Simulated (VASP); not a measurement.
The system is Ba.

```
CELL_PARAMETERS angstrom
4.34139 0.00000 0.00000
-1.44713 4.09310 0.00000
-1.44713 -2.04655 3.54473
ATOMIC_POSITIONS crystal
Ba 0.00000 0.00000 0.00000
```

```yaml
Program: VASP 6.6.1
Task: relaxation of cell and atoms
Functional: LDA
Potentials_or_basis: VASP PAW LDA potentials, release 64 (Ba_sv)
Cutoff: 500 eV
k_mesh: 5 × 5 × 5
Occupations: methfessel-paxton, width 0.05 eV
Spin: no spin polarisation
```

At the start: pressure -1.5 GPa; volume 62.99 Å³/atom.

Task: How do energy, volume and symmetry change on relaxing?

Result: Over 4 steps the energy falls by 48.9 meV/atom and the volume is 53.34 Å³/atom (-15.3 %); space group Im-3m (No. 229, to 0.1 Å) before and after.

Step by step:
| step | energy change (eV) | largest force (eV/Å) | pressure (GPa) | volume (Å³) |
| --- | --- | --- | --- | --- |
| 1 | 0.0000 | 0.0000 | -1.47 | 62.99 |
| 2 | -0.0370 | 0.0000 | -0.82 | 57.87 |
| 3 | -0.0488 | 0.0000 | -0.11 | 53.88 |
| 4 | -0.0489 | 0.0000 | 0.02 | 53.34 |

Final structure:
```
Ba
1.0
     4.10729    0.00000    0.00000
    -1.36910    3.87239    0.00000
    -1.36910   -1.93620    3.35359
Ba
1
Direct
  0.00000 0.00000 0.00000
```

Caveat: the volume moved by over 15 % at a fixed basis, so the end points are rough.
